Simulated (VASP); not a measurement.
# B2Ir2Rh (I4/mmm) in VASP: single point with r2SCAN+U

Aim: the single point of B2Ir2Rh with r2SCAN+U.

All numbers are computed with VASP 6.6.1; they aren't measurements. Logs are shortened: lines on timing, memory, paths and dates and some standing lists are left out, and cuts for length are marked.

### 1 The cell of the first run

The structure is tetragonal, space group I4/mmm (No. 139). The conventional cell has a = 2.826 Å, b = 2.826 Å, c = 14.139 Å, α = 90.00°, β = 90.00°, γ = 90.00°. Within 2.9 Å of Ir (site symmetry 4mm) lie 4 B at 2.12 Å and 4 Rh at 2.79 Å and 4 Ir at 2.83 Å. B (site symmetry -4m2) has 4 B at 2.00 Å and 4 Ir at 2.12 Å within 2.6 Å. Rh (site symmetry 4/mmm) has 8 Ir at 2.79 Å and 8 Rh at 2.83 to 4.00 Å and 8 B at 3.81 Å within 4.0 Å.

### 2 Single point, r2SCAN+U

POSCAR

```
B2Ir2Rh
1.0
    0.0000000000      2.8258786697     -0.0000001139
    2.8258786697      0.0000000000     -0.0000001139
    1.4129390501      1.4129390501     -7.0692627872
Ir B Rh
2 2 1
Direct
    0.3618313450      0.3618313450      0.2763373101
    0.6381686550      0.6381686550      0.7236626899
    0.7500000000      0.2500000000      0.5000000000
    0.2500000000      0.7500000000      0.5000000000
    0.0000000000      0.0000000000      0.0000000000
```

INCAR.step1

```
SYSTEM = B2Ir2Rh
ALGO = Normal
EDIFF = 1E-4
ENCUT = 520
GGA = PE
ISMEAR = 1
LASPH = .True.
LCHARG = .False.
LDAU = .True.
LDAUJ = 0 0 0
LDAUL = -1 -1 2
LDAUTYPE = 2
LDAUU = 0 0 3
LMAXMIX = 4
LREAL = .False.
LWAVE = .True.
NBANDS = 28
NELM = 150
PREC = Accurate
SIGMA = 0.1901
```

INCAR.step2

```
SYSTEM = B2Ir2Rh
ALGO = Normal
EDIFF = 1E-6
ENCUT = 520
ISIF = 2
ISMEAR = 1
ISTART = 1
LASPH = .True.
LCHARG = .False.
LDAU = .True.
LDAUJ = 0 0 0
LDAUL = -1 -1 2
LDAUPRINT = 1
LDAUTYPE = 2
LDAUU = 0 0 3
LMAXMIX = 4
LMIXTAU = .True.
LREAL = .False.
LWAVE = .False.
METAGGA = R2SCAN
NBANDS = 28
NELM = 150
PREC = Accurate
SIGMA = 0.1901
```

KPOINTS

```
k-points
0
Gamma
  6 6 6
  0 0 0
```

Potentials or basis: VASP PAW PBE potentials, release 64 (Ir, B, Rh_pv).

The run is started by

```console
$ cat potpaw_PBE.64/Ir/POTCAR potpaw_PBE.64/B/POTCAR potpaw_PBE.64/Rh_pv/POTCAR > POTCAR
$ cp INCAR.step1 INCAR
$ mpirun -np 1 vasp_std > vasp.out
$ cp INCAR.step2 INCAR
$ mpirun -np 1 vasp_std > vasp.out
```

OUTCAR:

```text
SYSTEM = B2Ir2Rh
   EDIFF = 1E-6
   ENCUT = 520
   ISIF = 2
   ISMEAR = 1
   ISTART = 1
   LASPH = .True.
   LREAL = .False.
   METAGGA = R2SCAN
   NELM = 150
   PREC = Accurate

 ion  position               nearest neighbor table
   1  0.362  0.362  0.276-   3 2.12   4 2.12   4 2.12   3 2.12   5 2.79   5 2.79   5 2.79   5 2.79

   2  0.638  0.638  0.724-   3 2.12   4 2.12   4 2.12   3 2.12   5 2.79   5 2.79   5 2.79   5 2.79

   3  0.750  0.250  0.500-   4 2.00   4 2.00   4 2.00   4 2.00   1 2.12   2 2.12   2 2.12   1 2.12

   4  0.250  0.750  0.500-   3 2.00   3 2.00   3 2.00   3 2.00   1 2.12   2 2.12   1 2.12   2 2.12

   5  0.000  0.000  0.000-   2 2.79   1 2.79   2 2.79   1 2.79   1 2.79   2 2.79   2 2.79   1 2.79

  LATTYP: Found a body centered tetragonal cell.
 ALAT       =     2.8258786697
 C/A-ratio  =     5.0032315606

  Lattice vectors:

 A1 = (  -1.4129390501,   1.4129396196,   7.0692626733)
 A2 = (   1.4129396196,  -1.4129390501,   7.0692626733)
 A3 = (   1.4129390501,   1.4129390501,  -7.0692627872)

Analysis of symmetry for initial positions (statically):
=====================================================================
 Subroutine PRICEL returns:
 Original cell was already a primitive cell.

 Routine SETGRP: Setting up the symmetry group for a
 body centered tetragonal supercell.

 Subroutine GETGRP returns: Found 16 space group operations
 (whereof 16 operations were pure point group operations)
 out of a pool of 16 trial point group operations.

The static configuration has the point symmetry D_4h.

Analysis of symmetry for dynamics (positions and initial velocities):
=====================================================================
 Subroutine PRICEL returns:
 Original cell was already a primitive cell.

 Routine SETGRP: Setting up the symmetry group for a
 body centered tetragonal supercell.

 Subroutine GETGRP returns: Found 16 space group operations
 (whereof 16 operations were pure point group operations)
 out of a pool of 16 trial point group operations.

The dynamic configuration has the point symmetry D_4h.

 Subroutine INISYM returns: Found 16 space group operations
 (whereof 16 operations are pure point group operations),
 and found     1 'primitive' translations

----------------------------------------------------------------------------------------

                                     Primitive cell

  volume of cell :      56.4522

  direct lattice vectors                    reciprocal lattice vectors
     0.000000000  2.825878670 -0.000000114     0.000000003  0.353872238  0.070728720
     2.825878670  0.000000000 -0.000000114     0.353872238  0.000000003  0.070728720
     1.412939050  1.412939050 -7.069262787    -0.000000006 -0.000000006 -0.141457468

  length of vectors
     2.825878670  2.825878670  7.346241888     0.360871324  0.360871324  0.141457468

  position of ions in fractional coordinates (direct lattice)
     0.361831345  0.361831345  0.276337310
     0.638168655  0.638168655  0.723662690
     0.750000000  0.250000000  0.500000000
     0.250000000  0.750000000  0.500000000
     0.000000000  0.000000000  0.000000000

  ion indices of the primitive-cell ions
   primitive index   ion index
                 1           1
                 2           2
                 3           3
                 4           4
                 5           5

----------------------------------------------------------------------------------------

 KPOINTS: k-points

Automatic generation of k-mesh.
[... 49 lines left out ...]
   number of dos      NEDOS =    301   number of ions     NIONS =      5
   total plane-waves  NPLWV =  32256
   dimension x,y,z NGX =    24 NGY =   24 NGZ =   56
   dimension x,y,z NGXF=    48 NGYF=   48 NGZF=  112
   ions per type =               2   2   1
   NGX,Y,Z   is equivalent  to a cutoff of  14.12, 14.12, 12.67 a.u.
   NGXF,Y,Z  is equivalent  to a cutoff of  28.24, 28.24, 25.35 a.u.
 SYSTEM =  B2Ir2Rh
   PREC   = accura    normal or accurate (medium, high low for compatibility)
   ISTART =      1    job   : 0-new  1-cont  2-samecut
   ICHARG =      0    charge: 1-file 2-atom 10-const
   ISPIN  =      1    spin polarized calculation?
   LNONCOLLINEAR =      F non collinear calculations
   LSORBIT =      F    spin-orbit coupling
   LASPH  =      T    aspherical Exc in radial PAW
   ENCUT  =  520.0 eV  38.22 Ry    6.18 a.u.   5.25  5.25 13.66*2*pi/ulx,y,z
   NELM   =    150;   NELMIN=  2; NELMDL=  0     # of ELM steps
   EDIFF  = 0.1E-05   stopping-criterion for ELM
   LREAL  =      F    real-space projection
[... 7 lines left out ...]
   TEBEG  =    0.0;   TEEND  =   0.0 temperature during run
   PSTRESS=    0.0 pullay stress
   NELECT =      39.0000    total number of electrons
   NUPDOWN=      -1.0000    fix difference up-down
   EMIN   =  10.00;   EMAX   =-10.00  energy-range for DOS
   EFERMI =   0.00;   METHOD = LEGACY
   ISMEAR =     1;   SIGMA  =   0.19  broadening in eV -4-tet -1-fermi 0-gaus
   EFERMI_NEDOS =   21; number of points for ismear=-14 and -15
   IALGO  =     38    algorithm
   IMIX   =      4    mixing-type and parameters
     AMIX     =   0.40;   BMIX     =  1.00
     AMIX_MAG =   1.60;   BMIX_MAG =  1.00
  volume/ion in A,a.u.               =      11.29        76.19
  Fermi-wavevector in a.u.,A,eV,Ry     =   1.447225  2.734858 28.496852  2.094460
  Thomas-Fermi vector in A             =   2.565204
   LORBIT       =      0    0 simple, 1 ext, 2 COOP (PROOUT), +10 PAW based schemes
 LDA+U is selected, type is set to LDAUTYPE =  2
   angular momentum for each species LDAUL =    -1   -1    2
   U (eV)           for each species LDAUU =   0.0  0.0  3.0
   J (eV)           for each species LDAUJ =   0.0  0.0  0.0
   METAGGA = R2SCAN    functional components
   LHFCALC =     F    Hartree Fock is set to
   AEXX    =    0.0000 exact exchange contribution
   IVDW    =     0    specifies the selected vdW correction
   LEPSILON=     F    determine dielectric tensor
   LRPA    =     F    only Hartree local field effects (RPA)
 non-spin polarized calculation
 Methfessel and Paxton  Order N= 1 SIGMA  =   0.19
  energy-cutoff  :      520.00
  volume of cell :       56.45
 maximum number of plane-waves:      1544
 NGX is ok and might be reduce to    24
   NGX = 11   NGY = 11   NGZ = 27

atom =   5  type =  3  l = 2

 onsite density matrix

spin component  1

  0.7433 -0.0000 -0.0000 -0.0000  0.0000
 -0.0000  0.6879  0.0000  0.0000  0.0000
 -0.0000  0.0000  0.8133  0.0000  0.0000
 -0.0000  0.0000  0.0000  0.6879 -0.0000
  0.0000  0.0000  0.0000 -0.0000  0.7177

spin component  2

  0.7433 -0.0000 -0.0000 -0.0000  0.0000
 -0.0000  0.6879  0.0000  0.0000  0.0000
 -0.0000  0.0000  0.8133  0.0000  0.0000
 -0.0000  0.0000  0.0000  0.6879 -0.0000
  0.0000  0.0000  0.0000 -0.0000  0.7177

 occupancies and eigenvectors

  o =  0.6879  v = -0.0000  0.6084  0.0000 -0.7936 -0.0000  0.0000  0.0000  0.0000  0.0000  0.0000      0.0000  0.0000  0.0000  0.0000  0.0000  0.0000  0.0000  0.0000  0.0000  0.0000
  o =  0.6879  v =  0.0000  0.0000  0.0000  0.0000  0.0000 -0.0000  0.6084  0.0000 -0.7936 -0.0000      0.0000  0.0000  0.0000  0.0000  0.0000  0.0000  0.0000  0.0000  0.0000  0.0000
  o =  0.6879  v = -0.0000 -0.7936  0.0000 -0.6084  0.0000  0.0000  0.0000  0.0000  0.0000  0.0000      0.0000  0.0000  0.0000  0.0000  0.0000  0.0000  0.0000  0.0000  0.0000  0.0000
  o =  0.6879  v =  0.0000  0.0000  0.0000  0.0000  0.0000 -0.0000 -0.7936  0.0000 -0.6084  0.0000      0.0000  0.0000  0.0000  0.0000  0.0000  0.0000  0.0000  0.0000  0.0000  0.0000
  o =  0.7177  v =  0.0000  0.0000  0.0000  0.0000  0.0000  0.0000 -0.0000  0.0000  0.0000 -1.0000      0.0000  0.0000  0.0000  0.0000  0.0000  0.0000  0.0000  0.0000  0.0000  0.0000
  o =  0.7177  v =  0.0000 -0.0000  0.0000  0.0000 -1.0000  0.0000  0.0000  0.0000  0.0000  0.0000      0.0000  0.0000  0.0000  0.0000  0.0000  0.0000  0.0000  0.0000  0.0000  0.0000
  o =  0.7433  v =  0.0000  0.0000  0.0000  0.0000  0.0000 -1.0000  0.0000 -0.0000  0.0000 -0.0000      0.0000  0.0000  0.0000  0.0000  0.0000  0.0000  0.0000  0.0000  0.0000  0.0000
  o =  0.7433  v = -1.0000  0.0000 -0.0000  0.0000 -0.0000  0.0000  0.0000  0.0000  0.0000  0.0000      0.0000  0.0000  0.0000  0.0000  0.0000  0.0000  0.0000  0.0000  0.0000  0.0000
  o =  0.8133  v =  0.0000  0.0000  0.0000  0.0000  0.0000  0.0000 -0.0000 -1.0000 -0.0000 -0.0000      0.0000  0.0000  0.0000  0.0000  0.0000  0.0000  0.0000  0.0000  0.0000  0.0000
  o =  0.8133  v =  0.0000 -0.0000 -1.0000 -0.0000 -0.0000  0.0000  0.0000  0.0000  0.0000  0.0000      0.0000  0.0000  0.0000  0.0000  0.0000  0.0000  0.0000  0.0000  0.0000  0.0000

 number of electron      39.0000004 magnetization

 Free energy of the ion-electron system (eV)
  ---------------------------------------------------
  ext. energy  EPLUGINS =         0.00000000
  ---------------------------------------------------
  free energy    TOTEN  =      -141.30770704 eV

  energy without entropy =     -141.30437419  energy(sigma->0) =     -141.30659609

 E-fermi :   9.3235     XC(G=0): -14.5383

 val. band max:        9.2624857205   @ k =  -0.3333  -0.0000   0.3333
 cond. band min:       9.3248991557   @ k =   0.5000  -0.0000   0.1667
 fundamental gap:      0.0624134352
 Fermi energy:         9.3235265327

 k-point     1 :       0.0000    0.0000    0.0000
  band No.  band energies     occupation
      1     -37.5252      2.00000
      2     -37.4101      2.00000
      3     -37.4101      2.00000
      4      -5.5116      2.00000
      5       0.3685      2.00000
      6       2.6369      2.00000
[... 733 lines left out ...]
     27      18.4743      0.00000
     28      19.6074      0.00000

 [... further k-points ...]

------------------------ aborting loop because EDIFF is reached ----------------------------------------

  FORCE on cell =-STRESS in cart. coord.  units (eV):
  Direction    XX          YY          ZZ          XY          YZ          ZX
  --------------------------------------------------------------------------------------
  -------------------------------------------------------------------------------------
  Total        0.2288233      0.2288233      0.8766262      0.0000000      0.0000000      0.0000000
  in kB        6.4942600      6.4942600     24.8796285      0.0000000      0.0000007      0.0000007
  external PRESSURE =      12.6227162 kB  Pullay stress =       0.0000000 kB

 VOLUME and BASIS-vectors are now :
 -----------------------------------------------------------------------------
  energy-cutoff  :      520.00
  volume of cell :       56.45
      direct lattice vectors                 reciprocal lattice vectors
     0.000000000  2.825878670 -0.000000114     0.000000003  0.353872238  0.070728720
     2.825878670  0.000000000 -0.000000114     0.353872238  0.000000003  0.070728720
     1.412939050  1.412939050 -7.069262787    -0.000000006 -0.000000006 -0.141457468

 POSITION                                       TOTAL-FORCE (eV/Angst)
 -----------------------------------------------------------------------------------
      1.41294      1.41294     -1.95350         0.000000      0.000000      0.398408
      2.82588      2.82588     -5.11576        -0.000000     -0.000000     -0.398408
      1.41294      2.82588     -3.53463         0.000000      0.000000     -0.000000
      2.82588      1.41294     -3.53463         0.000000      0.000000     -0.000000
      0.00000      0.00000      0.00000        -0.000000     -0.000000      0.000000
 -----------------------------------------------------------------------------------
    total drift:                               -0.000000     -0.000000      0.000000

  FREE ENERGIE OF THE ION-ELECTRON SYSTEM (eV)
  ---------------------------------------------------
  free  energy   TOTEN  =      -141.3077070379 eV

  energy  without entropy=     -141.3043741897  energy(sigma->0) =     -141.30659609
```

Run time: 2.8 min. Hardware: 1 thread of Intel Xeon Platinum 8375C at 2.90GHz (Ice Lake), shared host; peak memory 0.2 GiB.

What came out:

- Free energy: -141.3077 eV
- Pressure: 1.3 GPa
- Largest force: 0.398 eV/Å
- Band gap on the k mesh: zero (an odd number of electrons rules out a gap without spin polarisation)

Forces in eV/Å, atoms in the order of the input:
```
Ir   0.000  0.000  0.398
Ir   0.000  0.000 -0.398
B    0.000  0.000  0.000
B    0.000  0.000  0.000
Rh   0.000  0.000  0.000
```

Stress tensor (GPa, compression positive):
```
0.65 0.00 0.00
0.00 0.65 0.00
0.00 0.00 2.49
```

Levels at points of the mesh, in eV from the Fermi level:
```
           k point  band 18  band 19  band 20  band 21  band 22  band 23
(0.00, 0.00, 0.00)    -1.25    -0.98    -0.41     0.20     0.77     3.67
(0.50, 0.00, 0.00)    -1.06    -0.16     0.04     1.05     1.82     2.24
(0.50, 0.50, 0.00)     0.90     0.93     0.93     0.98     1.47     3.13
(0.00, 0.00, 0.50)    -0.50    -0.44    -0.07    -0.07     0.25     2.80
```

Eigenvalues of the final occupation matrices:
```csv
site,spin,trace,eigenvalues
site 5 d,1,3.65,0.69 0.69 0.72 0.74 0.81
site 5 d,2,3.65,0.69 0.69 0.72 0.74 0.81
```

Caveat: the k points lie up to 0.38 Å⁻¹ apart, too coarse for converged energies and pressures of a metal; the PAW data sets were made with another functional, which shifts forces and pressure a little; spin-orbit coupling is left out, which moves the levels of the heavy elements; U without spin polarisation on a metal has little footing; the U is typed as a test and isn't derived for this compound.
